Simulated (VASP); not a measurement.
# Pt (Fm-3m) in VASP: notebook

The runs below take Pt through single point, with PBE.

Everything below comes from runs of VASP 6.6.1. Logs are shortened: lines on timing, memory, paths and dates and some standing lists are left out, and cuts for length are marked.

## Step 1: The cell of the first run

Symmetry: Fm-3m, No. 225, cubic system. The conventional cell has a = 3.842 Å, b = 3.842 Å, c = 3.842 Å, α = 90.00°, β = 90.00°, γ = 90.00°. Within 3.6 Å of Pt (site symmetry m-3m) lie 12 Pt at 2.72 Å.

## Step 2: Single point, PBE

The input, INCAR:

```
SYSTEM = Pt
PREC = Accurate
ENCUT = 500
EDIFF = 1E-6
ISMEAR = -1
SIGMA = 0.05
LREAL = .False.
LASPH = .True.
NELM = 120
ALGO = Normal
ISIF = 2
LWAVE = .False.
LCHARG = .False.
GGA = PE
NBANDS = 11
GGA_COMPAT = .False.
```

The input, KPOINTS:

```
Automatic mesh
0
Gamma
  13 13 13
  0 0 0
```

The input, POSCAR:

```
Pt
1.0
    0.0000000000      1.9208704006      1.9208704006
    1.9208704006      0.0000000000      1.9208704006
    1.9208704006      1.9208704006      0.0000000000
Pt
1
Direct
    0.0000000000      0.0000000000      0.0000000000
```

Potentials or basis: VASP PAW PBE potentials, release 64 (Pt).

Launch:

```bash
$ cat potpaw_PBE.64/Pt/POTCAR > POTCAR
$ mpirun -np 1 vasp_std > vasp.out
```

OUTCAR:

```text
SYSTEM = Pt
   PREC = Accurate
   ENCUT = 500
   EDIFF = 1E-6
   ISMEAR = -1
   LREAL = .False.
   LASPH = .True.
   NELM = 120
   ISIF = 2
   GGA = PE

 ion  position               nearest neighbor table
   1  0.000  0.000  0.000-

  LATTYP: Found a face centered cubic cell.
 ALAT       =     3.8417408012

  Lattice vectors:

 A1 = (   0.0000000000,   1.9208704006,   1.9208704006)
 A2 = (   1.9208704006,   0.0000000000,   1.9208704006)
 A3 = (   1.9208704006,   1.9208704006,   0.0000000000)

Analysis of symmetry for initial positions (statically):
=====================================================================
 Subroutine PRICEL returns:
 Original cell was already a primitive cell.

 Routine SETGRP: Setting up the symmetry group for a
 face centered cubic supercell.

 Subroutine GETGRP returns: Found 48 space group operations
 (whereof 48 operations were pure point group operations)
 out of a pool of 48 trial point group operations.

The static configuration has the point symmetry O_h .

Analysis of symmetry for dynamics (positions and initial velocities):
=====================================================================
 Subroutine PRICEL returns:
 Original cell was already a primitive cell.

 Routine SETGRP: Setting up the symmetry group for a
 face centered cubic supercell.

 Subroutine GETGRP returns: Found 48 space group operations
 (whereof 48 operations were pure point group operations)
 out of a pool of 48 trial point group operations.

The dynamic configuration has the point symmetry O_h .

 Subroutine INISYM returns: Found 48 space group operations
 (whereof 48 operations are pure point group operations),
 and found     1 'primitive' translations

----------------------------------------------------------------------------------------

                                     Primitive cell

  volume of cell :      14.1750

  direct lattice vectors                    reciprocal lattice vectors
     0.000000000  1.920870401  1.920870401    -0.260298665  0.260298665  0.260298665
     1.920870401  0.000000000  1.920870401     0.260298665 -0.260298665  0.260298665
     1.920870401  1.920870401  0.000000000     0.260298665  0.260298665 -0.260298665

  length of vectors
     2.716520972  2.716520972  2.716520972     0.450850512  0.450850512  0.450850512

  position of ions in fractional coordinates (direct lattice)
     0.000000000  0.000000000  0.000000000

  ion indices of the primitive-cell ions
   primitive index   ion index
                 1           1

----------------------------------------------------------------------------------------

 KPOINTS: Automatic mesh

Automatic generation of k-mesh.
 Grid dimensions read from file:
 generate k-points for:   13   13   13

 Generating k-lattice:

  Cartesian coordinates                     Fractional coordinates (reciprocal lattice)
    -0.020022974  0.020022974  0.020022974     0.076923077  0.000000000  0.000000000
     0.020022974 -0.020022974  0.020022974     0.000000000  0.076923077  0.000000000
     0.020022974  0.020022974 -0.020022974     0.000000000  0.000000000  0.076923077

  Length of vectors
     0.034680809  0.034680809  0.034680809

  Shift w.r.t. Gamma in fractional coordinates (k-lattice)
     0.000000000  0.000000000  0.000000000

 Subroutine IBZKPT returns following result:
 ===========================================

 Found     84 irreducible k-points:

 Following reciprocal coordinates:
            Coordinates               Weight
  0.000000  0.000000  0.000000      1.000000
  0.076923  0.000000  0.000000      8.000000
  0.153846  0.000000  0.000000      8.000000
  0.230769  0.000000  0.000000      8.000000
  0.307692  0.000000  0.000000      8.000000
  0.384615  0.000000  0.000000      8.000000
[... 16 lines left out ...]
  0.384615  0.153846  0.000000     24.000000
  0.461538  0.153846  0.000000     24.000000
 [... further k-points ...]
   k-points           NKPTS =     84   k-points in BZ     NKDIM =     84   number of bands    NBANDS=     11
   number of dos      NEDOS =    301   number of ions     NIONS =      1
   total plane-waves  NPLWV =   8000
   dimension x,y,z NGX =    20 NGY =   20 NGZ =   20
   dimension x,y,z NGXF=    40 NGYF=   40 NGZF=   40
   ions per type =               1
   NGX,Y,Z   is equivalent  to a cutoff of  12.24, 12.24, 12.24 a.u.
   NGXF,Y,Z  is equivalent  to a cutoff of  24.48, 24.48, 24.48 a.u.
 SYSTEM =  Pt
   PREC   = accura    normal or accurate (medium, high low for compatibility)
   ISTART =      0    job   : 0-new  1-cont  2-samecut
   ICHARG =      2    charge: 1-file 2-atom 10-const
   ISPIN  =      1    spin polarized calculation?
   LNONCOLLINEAR =      F non collinear calculations
   LSORBIT =      F    spin-orbit coupling
   LASPH  =      T    aspherical Exc in radial PAW
   ENCUT  =  500.0 eV  36.75 Ry    6.06 a.u.   4.95  4.95  4.95*2*pi/ulx,y,z
   NELM   =    120;   NELMIN=  2; NELMDL= -5     # of ELM steps
   EDIFF  = 0.1E-05   stopping-criterion for ELM
   LREAL  =      F    real-space projection
   EDIFFG = 0.1E-04   stopping-criterion for IOM
   NSW    =      0    number of steps for IOM
   IBRION =     -1    ionic relax: 0-MD 1-quasi-New 2-CG
   NFREE  =      0    steps in history (QN), initial steepest desc. (CG)
   ISIF   =      2    stress and relaxation
   ISYM   =      2    0-nonsym 1-usesym 2-fastsym
   POTIM  = 0.5000    time-step for ionic-motion
   TEBEG  =    0.0;   TEEND  =   0.0 temperature during run
   PSTRESS=    0.0 pullay stress
   NELECT =      10.0000    total number of electrons
   NUPDOWN=      -1.0000    fix difference up-down
   EMIN   =  10.00;   EMAX   =-10.00  energy-range for DOS
   EFERMI =   0.00;   METHOD = LEGACY
   ISMEAR =    -1;   SIGMA  =   0.05  broadening in eV -4-tet -1-fermi 0-gaus
   EFERMI_NEDOS =   21; number of points for ismear=-14 and -15
   IALGO  =     38    algorithm
   IMIX   =      4    mixing-type and parameters
     AMIX     =   0.40;   BMIX     =  1.00
     AMIX_MAG =   1.60;   BMIX_MAG =  1.00
  volume/ion in A,a.u.               =      14.18        95.66
  Fermi-wavevector in a.u.,A,eV,Ry     =   1.457360  2.754011 28.897379  2.123897
  Thomas-Fermi vector in A             =   2.574170
   LORBIT       =      0    0 simple, 1 ext, 2 COOP (PROOUT), +10 PAW based schemes
   GGA     = PE    functional components
   LHFCALC =     F    Hartree Fock is set to
   AEXX    =    0.0000 exact exchange contribution
   IVDW    =     0    specifies the selected vdW correction
   LEPSILON=     F    determine dielectric tensor
   LRPA    =     F    only Hartree local field effects (RPA)
 non-spin polarized calculation
  energy-cutoff  :      500.00
  volume of cell :       14.18
 maximum number of plane-waves:       369
   NGX =  9   NGY =  9   NGZ =  9

 number of electron      10.0000000 magnetization

 number of electron       9.9999999 magnetization

 Free energy of the ion-electron system (eV)
  ---------------------------------------------------
  ext. energy  EPLUGINS =         0.00000000
  ---------------------------------------------------
  free energy    TOTEN  =        -5.97028958 eV

  energy without entropy =       -5.95395729  energy(sigma->0) =       -5.96212344

 E-fermi :  12.4946     XC(G=0): -13.8674

 val. band max:       12.4843385466   @ k =   0.4615   0.0000   0.0000
 cond. band min:      12.4998893804   @ k =  -0.4615   0.3077   0.0769
 fundamental gap:      0.0155508338
 Fermi energy:        12.4946277697

 k-point     1 :       0.0000    0.0000    0.0000
  band No.  band energies     occupation
      1       1.5657      2.00000
      2       8.3057      2.00000
      3       8.3057      2.00000
      4       8.3057      2.00000
      5      10.6913      2.00000
      6      10.6913      2.00000
      7      26.9380      0.00000
      8      32.2601      0.00000
      9      32.2601      0.00000
     10      32.2601      0.00000
     11      37.8392      0.00000

 k-point     2 :       0.0769    0.0000    0.0000
  band No.  band energies     occupation
      1       1.8180      2.00000
      2       8.1887      2.00000
      3       8.4073      2.00000
      4       8.4073      2.00000
      5      10.6328      2.00000
      6      10.6328      2.00000
      7      27.3459      0.00000
      8      31.0871      0.00000
      9      32.6646      0.00000
     10      32.6646      0.00000
     11      39.1711      0.00000

 k-point     3 :       0.1538    0.0000    0.0000
  band No.  band energies     occupation
      1       2.5241      2.00000
      2       7.9385      2.00000
      3       8.6305      2.00000
      4       8.6305      2.00000
      5      10.5607      2.00000
      6      10.5607      2.00000
      7      28.3449      0.00000
      8      28.9810      0.00000
      9      33.8130      0.00000
     10      33.8130      0.00000
     11      38.7678      0.00000

 k-point     4 :       0.2308    0.0000    0.0000
  band No.  band energies     occupation
      1       3.4801      2.00000
      2       7.8570      2.00000
      3       8.7291      2.00000
      4       8.7291      2.00000
      5      10.7592      2.00000
      6      10.7592      2.00000
      7      26.7073      0.00000
      8      29.0618      0.00000
      9      35.4576      0.00000
     10      35.4576      0.00000
     11      36.6795      0.00000
[... 239 lines left out ...]
 k-point    22 :       0.3077    0.1538    0.0000
  band No.  band energies     occupation
      1       4.5224      2.00000
      2       7.0535      2.00000
      3       8.5429      2.00000
      4       9.4015      2.00000
      5      10.8688      2.00000
      6      11.7109      2.00000
      7      26.5668      0.00000
      8      29.9987      0.00000
      9      31.6254      0.00000
     10      33.0698      0.00000
     11      37.7645      0.00000

 k-point    23 :       0.3846    0.1538    0.0000
  band No.  band energies     occupation
      1       5.0804      2.00000
      2       7.5256      2.00000
      3       8.1595      2.00000
      4       9.2459      2.00000
      5      12.2738      1.97616
      6      12.2779      1.97412
      7      23.5230      0.00000
      8      28.8742      0.00000
      9      30.9297      0.00000
     10      32.9568      0.00000
     11      39.2489      0.00000

 k-point    24 :       0.4615    0.1538    0.0000
  band No.  band energies     occupation
      1       5.2014      2.00000
      2       7.7009      2.00000
      3       8.7121      2.00000
      4       9.0369      2.00000
      5      12.6111      0.17753
      6      14.0250      0.00000
      7      20.5055      0.00000
      8      28.0309      0.00000
      9      30.5443      0.00000
     10      31.6581      0.00000
     11      40.1378      0.00000

 [... further k-points ...]

------------------------ aborting loop because EDIFF is reached ----------------------------------------

  FORCE on cell =-STRESS in cart. coord.  units (eV):
  Direction    XX          YY          ZZ          XY          YZ          ZX
  --------------------------------------------------------------------------------------
  -------------------------------------------------------------------------------------
  Total        2.7735768      2.7735768      2.7735768      0.0000000      0.0000000      0.0000000
  in kB      313.4920916    313.4920916    313.4920916      0.0000000      0.0000000      0.0000000
  external PRESSURE =     313.4920916 kB  Pullay stress =       0.0000000 kB

 VOLUME and BASIS-vectors are now :
 -----------------------------------------------------------------------------
  energy-cutoff  :      500.00
  volume of cell :       14.18
      direct lattice vectors                 reciprocal lattice vectors
     0.000000000  1.920870401  1.920870401    -0.260298665  0.260298665  0.260298665
     1.920870401  0.000000000  1.920870401     0.260298665 -0.260298665  0.260298665
     1.920870401  1.920870401  0.000000000     0.260298665  0.260298665 -0.260298665

 POSITION                                       TOTAL-FORCE (eV/Angst)
 -----------------------------------------------------------------------------------
      0.00000      0.00000      0.00000         0.000000      0.000000      0.000000
 -----------------------------------------------------------------------------------
    total drift:                                0.000000      0.000000     -0.000000

  FREE ENERGIE OF THE ION-ELECTRON SYSTEM (eV)
  ---------------------------------------------------
  free  energy   TOTEN  =        -5.9702895797 eV

  energy  without entropy=       -5.9539572940  energy(sigma->0) =       -5.96212344
```

It took 13 s on 1 thread of Intel Xeon 8259CL, shared host; peak memory 0.13 GiB.

What came out:

| Item | Value |
| --- | --- |
| Free energy | -5.9703 eV |
| Pressure | 31.3 GPa |
| Band gap on the k mesh | zero (bands 5 and 6 overlap by 2.42 eV) |

Levels at points of the mesh, in eV from the Fermi level:
```tsv
k point	band 3	band 4	band 5	band 6	band 7	band 8
(0.00, 0.00, 0.00)	-4.19	-4.19	-1.80	-1.80	14.44	19.77
```

Caveat: the cell stands under pressure; spin-orbit coupling is left out, which moves the levels of the heavy elements.

## Step 3: Single point, PBE

This run uses another cell than the first one, of 14.48 Å³/atom.

The input, INCAR:

```
SYSTEM = Pt
PREC = Accurate ; ENCUT = 500
EDIFF = 1E-6 ; ISMEAR = -1
SIGMA = 0.05 ; LREAL = .False.
LASPH = .True. ; NELM = 120
ALGO = Normal ; ISIF = 2
LWAVE = .False. ; LCHARG = .False.
GGA = PE ; NBANDS = 11
GGA_COMPAT = .False.
```

The input, KPOINTS:

```
regular mesh
0
Gamma
  13 13 13
  0 0 0
```

The input, POSCAR:

```
Pt
1.0
    0.0000000000      1.9343981026      1.9343981026
    1.9343981026      0.0000000000      1.9343981026
    1.9343981026      1.9343981026      0.0000000000
Pt
1
Direct
    0.0000000000      0.0000000000      0.0000000000
```

Potentials or basis: VASP PAW PBE potentials, release 64 (Pt).

Launch:

```bash
$ cat potpaw_PBE.64/Pt/POTCAR > POTCAR
$ mpirun -np 1 vasp_std > vasp.out
```

It took 15 s on 1 thread of Intel Xeon 8259CL, shared host; peak memory 0.13 GiB.

Results (log left out):

```
Free energy            : -6.0217 eV
Pressure               : 23.2 GPa
Band gap on the k mesh : zero (bands 5 and 6 overlap by 2.33 eV)
```

Levels at points of the mesh, in eV from the Fermi level:
| k point | band 3 | band 4 | band 5 | band 6 | band 7 | band 8 |
| --- | --- | --- | --- | --- | --- | --- |
| (0.00, 0.00, 0.00) | -4.05 | -4.05 | -1.74 | -1.74 | 14.52 | 19.72 |

Caveat: the cell stands under pressure; spin-orbit coupling is left out, which moves the levels of the heavy elements.

## Step 4: Single point, PBE

This run uses another cell than the first one, of 14.78 Å³/atom.

The input, INCAR:

```
SYSTEM = Pt
PREC = Accurate
ENCUT = 500
EDIFF = 1E-6
ISMEAR = -1
SIGMA = 0.05
LREAL = .False.
LASPH = .True.
NELM = 120
ALGO = Normal
ISIF = 2
LWAVE = .False.
LCHARG = .True.
GGA = PE
LELF = .True.
LVHAR = .True.
NBANDS = 11
GGA_COMPAT = .False.
```

KPOINTS is that of step 3.

The input, POSCAR:

```
Pt
1.0
    0.0000000000      1.9477392008      1.9477392008
    1.9477392008      0.0000000000      1.9477392008
    1.9477392008      1.9477392008      0.0000000000
Pt
1
Direct
    0.0000000000      0.0000000000      0.0000000000
```

Launch:

```bash
$ cat potpaw_PBE.64/Pt/POTCAR > POTCAR
$ mpirun -np 1 vasp_std > vasp.out
```

Run time: 16 s. Hardware: 1 thread of Intel Xeon 8259CL, shared host; peak memory 0.13 GiB.

Results (log left out):

* Free energy: -6.0585 eV
* Pressure: 15.9 GPa
* Band gap on the k mesh: zero (bands 5 and 6 overlap by 2.25 eV)

Levels at points of the mesh, in eV from the Fermi level:
```csv
k point,band 2,band 3,band 4,band 5,band 6,band 7,band 8,band 9
"(0.00, 0.00, 0.00)",-3.91,-3.91,-3.91,-1.68,-1.68,14.59,19.67,19.67
```

Caveat: the cell stands under pressure; spin-orbit coupling is left out, which moves the levels of the heavy elements.

## Step 5: The runs side by side

| cell | gap on the mesh (eV) | pressure (GPa) |
| --- | --- | --- |
| a = 2.717 Å, angles 60.0°, 1 atom | none | 31.3 |
| a = 2.736 Å, angles 60.0°, 1 atom | none | 23.2 |
| a = 2.755 Å, angles 60.0°, 1 atom | none | 15.9 |

Alike in all rows: task single point; level PBE; potentials or basis VASP PAW PBE potentials, release 64 (Pt); no spin polarisation; k mesh 13 × 13 × 13; cutoff (eV) 500; smearing fermi-dirac 0.05 eV.

Caveats: the cell stands under pressure; spin-orbit coupling is left out, which moves the levels of the heavy elements.

Total energies depend on the potentials used, so only differences within one code and one set of settings carry meaning.
